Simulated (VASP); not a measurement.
**Re: electric field gradients with PBE**

The system is Re.

```
Re
1.0
     0.00000    1.97500    1.97500
     1.97500    0.00000    1.97500
     1.97500    1.97500    0.00000
Re
1
Direct
  0.00000 0.00000 0.00000
```

| Property | Result |
| --- | --- |
| Program | VASP 6.6.1 |
| Task | electric field gradients |
| Functional | PBE |
| Potentials or basis | VASP PAW PBE potentials, release 64 (Re) |
| Cutoff | 520 eV |
| k mesh | 14 × 14 × 14 |
| Occupations | fermi-dirac, width 0.03 eV |
| Spin | non-collinear spin, zero start, spin-orbit coupling |
| Starting moments | [[0.0, 0.0, 0.0]] μB |
| Dipole correction | no |
| Further INCAR settings | ALGO = Normal; EDIFF = 1e-08; NBANDS = 18 |

| Property | Result |
| --- | --- |
| Pressure | -9.1 GPa |
| Net moment | 0.00 μB per cell |
| Valence electrons inside the program's atomic spheres | Re 5.97 |

Moments on the atoms (μB; x, y, z):
```
Re  0.00 0.00 0.00
```

Wall time 2.9 min on 1 thread of AMD EPYC 7R13, with other jobs on the host, peak memory 0.19 GiB.

Caveat: without QUAD_EFG the Cq values of the log hold for a quadrupole moment of 1 mb, not for the nuclei.
